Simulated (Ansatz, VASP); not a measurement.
**One calculation of CdCl, two programs**

```
CELL_PARAMETERS angstrom
0.00000 3.28224 3.28224
3.28224 0.00000 3.28224
3.28224 3.28224 0.00000
ATOMIC_POSITIONS crystal
Cd 0.00000 0.00000 0.00000
Cl 0.75000 0.75000 0.75000
```

Alike in both runs: functional PBE; k mesh 6 × 6 × 6; occupations gaussian, width 0.1 eV; no spin polarisation.

Ansatz relaxed the structure, and its values are those at the end. VASP's run is a single point on that final structure, the one shown.

|  | VASP | Ansatz |
| --- | --- | --- |
| version | VASP 6.6.1 | Ansatz 0.2.0 |
| potentials or method | VASP PAW PBE potentials, release 64 (Cd, Cl), cutoff 520 eV | scalar-relativistic, plane waves, PAW |
| valence electrons in the cell | 19 | 27 |

Ansatz gave:

- gap on the k mesh at the Fermi level (eV): none
- pressure (GPa): 0.0

Q: Estimate VASP's values.

A: gap on the k mesh at the Fermi level (eV): none; pressure (GPa): 0.1.

A gap of «none» marks a metal or a gap that the smearing closes. With one functional, cell and mesh, what is left measures potentials, basis and numerics. VASP's potentials hold 19 valence electrons a cell and Ansatz's 27, so a difference there can come from the potentials and not from the codes.
